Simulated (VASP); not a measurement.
## MgF2: relaxation of cell and atoms with PBE

MgF2:

```
Mg F
1.0
     4.62500    0.00000    0.00000
     0.00000    4.62500    0.00000
     0.00000    0.00000    3.05200
Mg F
2 4
Direct
  0.00000 0.00000 0.00000
  0.50000 0.50000 0.50000
  0.30300 0.30300 0.00000
  0.19700 0.80300 0.50000
  0.69700 0.69700 0.00000
  0.80300 0.19700 0.50000
```

```yaml
Program: VASP 6.6.1
Task: relaxation of cell and atoms
Functional: PBE
Potentials_or_basis: VASP PAW PBE potentials, release 64 (Mg, F)
Cutoff: 600 eV
k_mesh: 6 × 6 × 8
Occupations: gaussian, width 0.02 eV
Spin: no spin polarisation
Dipole_correction: no
Further_INCAR_settings: ALGO = Normal; EDIFF = 1e-07; IBRION = 2; EDIFFG = -0.005; NSW = 100; ISIF = 3
```

```
Relaxed volume                         : 11.26 Å³/atom
Relaxed cell                           : a = 4.681 Å, b = 4.681 Å, c = 3.084 Å, α = 90.00°, β = 90.00°, γ = 90.00°
Space group after relaxing (to 0.05 Å) : P4_2/mnm (No. 136)
Energy gained by relaxing              : 4.0 meV/atom
Ionic steps                            : 5
Pressure after relaxing                : 0.0 GPa
Band gap on the k mesh                 : 6.86 eV, direct
```

The path:
```csv
step,energy change (eV),largest force (eV/Å),pressure (GPa),volume (Å³)
1,0.0000,0.0219,3.50,65.28
2,-0.0237,0.0395,-0.03,67.55
3,-0.0237,0.0386,0.02,67.52
4,-0.0240,0.0184,0.00,67.55
5,-0.0241,0.0003,0.00,67.58
```

Final structure:
```yaml
crystal:
  lattice:
    - [4.68133, 0.00000, 0.00000]
    - [0.00000, 4.68133, 0.00000]
    - [0.00000, 0.00000, 3.08363]
  atoms:
    - { symbol: Mg, position: [0.00000, 0.00000, 0.00000] }
    - { symbol: Mg, position: [0.50000, 0.50000, 0.50000] }
    - { symbol: F, position: [0.30337, 0.30337, 0.00000] }
    - { symbol: F, position: [0.19663, 0.80337, 0.50000] }
    - { symbol: F, position: [0.69663, 0.69663, 0.00000] }
    - { symbol: F, position: [0.80337, 0.19663, 0.50000] }
```

Levels at points of the mesh, in eV from the valence-band top:
```tsv
k point	band 14	band 15	band 16	band 17	band 18	band 19
(0.00, 0.00, 0.00)	-0.32	-0.32	0.00	6.86	12.02	12.02
(0.50, 0.00, 0.00)	-0.95	-0.36	-0.36	9.23	9.23	13.25
(0.50, 0.50, 0.00)	-0.92	-0.73	-0.73	10.85	10.85	11.06
(0.00, 0.00, 0.50)	-1.08	-0.81	-0.81	11.55	11.55	14.73
(0.50, 0.00, 0.50)	-0.71	-0.63	-0.63	12.49	12.49	13.11
(0.50, 0.50, 0.50)	-0.58	-0.47	-0.47	12.92	12.92	13.13
```

Run time: 3.4 min on 1 thread of AMD EPYC 7R13 Processor (Zen 3), on a shared host, peak memory 0.2 GiB.

A k mesh can miss the band edges. PBE usually gives volumes a little too large and moduli too small.
